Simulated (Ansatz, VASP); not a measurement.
One calculation of GaAs, two programs

File INCAR:

```
  ALGO = Normal
  EDIFF = 1E-6
  ENCUT = 520
  GGA = PE
  ISIF = 2
  ISMEAR = 0
  LASPH = True
  LCHARG = True
  LELF = True
  LREAL = False
  LVHAR = True
  LWAVE = False
  NBANDS = 16
  NELM = 60
  PREC = Accurate
  SIGMA = 0.1
```

File KPOINTS:

```
k-points
0
Gamma
  6 6 6
```

POSCAR

```
GaAs
1.0
    0.0000000000      2.8268499400      2.8268499400
    2.8268499400      0.0000000000      2.8268499400
    2.8268499400      2.8268499400      0.0000000000
Ga As
1 1
Direct
    0.0000000000      0.0000000000      0.0000000000
    0.2500000000      0.2500000000      0.2500000000
```

Input for Ansatz:

```yaml
crystal:
  lattice:
    - [0.0, 2.82684994, 2.82684994]
    - [2.82684994, 0.0, 2.82684994]
    - [2.82684994, 2.82684994, 0.0]
  atoms:
    - { symbol: Ga, position: [0.0, 0.0, 0.0] }
    - { symbol: As, position: [0.25, 0.25, 0.25] }
basis:
  ecutwfc: 420
kpoints:
  mp_grid: { grid: [6, 6, 6] }
hamiltonian:
  xc: pbe
scf:
  occupations: { method: gaussian, width: 0.1 }
  lower_state_search: "off"
output:
  forces: true
  stress: true
  eigenvalues: true
```

Alike in both runs: task single point; functional PBE; k mesh 6 × 6 × 6; occupations gaussian, width 0.1 eV; no spin polarisation.

|  | VASP | Ansatz |
| --- | --- | --- |
| version | VASP 6.6.1 | Ansatz 0.2.0 |
| potentials or method | VASP PAW PBE potentials, release 64 (Ga_d, As), cutoff 520 eV | scalar-relativistic, plane waves, PAW |
| valence electrons in the cell | 18 | 28 |

```csv
,VASP,Ansatz,Ansatz less VASP
gap on the k mesh at the Fermi level (eV),0.52,0.51,-0.004
least direct gap on the mesh (eV),0.52,0.51,-0.004
pressure (GPa),3.4,3.3,-0.17
```

VASP's potentials hold 18 valence electrons a cell and Ansatz's 28, so a difference there can come from the potentials and not from the codes.
